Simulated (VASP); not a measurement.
# Ti4Pt3: relaxation of cell and atoms with PBE

Ti4Pt3:

```
Ti Pt
1.0
     4.97730    0.00000    0.00000
     0.00000    4.97730    0.00000
     0.00000    0.00000    4.97730
Ti Pt
4 3
Direct
  0.50000 0.00000 0.00000
  0.00000 0.50000 0.00000
  0.00000 0.00000 0.50000
  0.00000 0.00000 0.00000
  0.00000 0.50000 0.50000
  0.50000 0.00000 0.50000
  0.50000 0.50000 0.00000
```

The cell was generated, and may not be a known phase.

| Item | Value |
| --- | --- |
| Program | VASP 6.6.1 |
| Task | relaxation of cell and atoms |
| Functional | PBE |
| Potentials or basis | VASP PAW PBE potentials, release 64 (Ti_sv, Pt) |
| Cutoff | 600 eV |
| k mesh | 4 × 4 × 4 |
| Occupations | gaussian, width 0.1 eV |
| Spin | no spin polarisation |
| Dipole correction | no |
| Further INCAR settings | ALGO = Normal; EDIFF = 1e-06; IBRION = 2; EDIFFG = -0.04; NSW = 90; ISIF = 3 |

| Quantity | Value |
| --- | --- |
| Relaxed volume | 19.32 Å³/atom |
| Relaxed cell | a = 5.133 Å, b = 5.133 Å, c = 5.133 Å, α = 90.00°, β = 90.00°, γ = 90.00° |
| Space group after relaxing (to 0.1 Å) | Pm-3m (No. 221) |
| Energy gained by relaxing | 56.9 meV/atom |
| Ionic steps | 3 |
| Pressure after relaxing | -0.1 GPa |
| Band gap on the k mesh | zero (bands 39 and 40 overlap by 0.36 eV) |

Step by step:
| step | energy change (eV) | largest force (eV/Å) | pressure (GPa) | volume (Å³) |
| --- | --- | --- | --- | --- |
| 1 | 0.0000 | 0.0000 | 11.78 | 123.31 |
| 2 | -0.0567 | 0.0000 | -7.88 | 147.90 |
| 3 | -0.3986 | 0.0000 | -0.13 | 135.24 |

Final structure:
```
Ti Pt
1.0
     5.13292    0.00000    0.00000
     0.00000    5.13292    0.00000
     0.00000    0.00000    5.13292
Ti Pt
4 3
Cartesian
  2.5665 0.0000 0.0000
  0.0000 2.5665 0.0000
  0.0000 0.0000 2.5665
  0.0000 0.0000 0.0000
  0.0000 2.5665 2.5665
  2.5665 0.0000 2.5665
  2.5665 2.5665 0.0000
```

Levels at points of the mesh, in eV from the Fermi level:
```tsv
k point	band 35	band 36	band 37	band 38	band 39	band 40	band 41	band 42	band 43	band 44
(0.00, 0.00, 0.00)	-0.93	-0.04	-0.04	0.22	0.22	0.22	0.48	0.48	0.48	1.99
(0.50, 0.00, 0.00)	-1.03	-0.87	-0.87	0.00	0.05	0.44	0.49	0.86	1.61	1.61
(0.50, 0.50, 0.00)	-1.12	-0.76	-0.76	-0.22	-0.14	-0.14	0.17	0.73	0.73	0.81
(0.50, 0.50, 0.50)	-1.46	-0.29	-0.29	-0.29	0.02	0.02	0.02	0.66	0.66	0.66
```

Run time: 110 s on 1 thread of Intel(R) Xeon(R) 6975P-C (Granite Rapids), on a shared host, peak memory 0.27 GiB.

Caveat: spin-orbit coupling is left out, which moves the levels of the heavy elements.
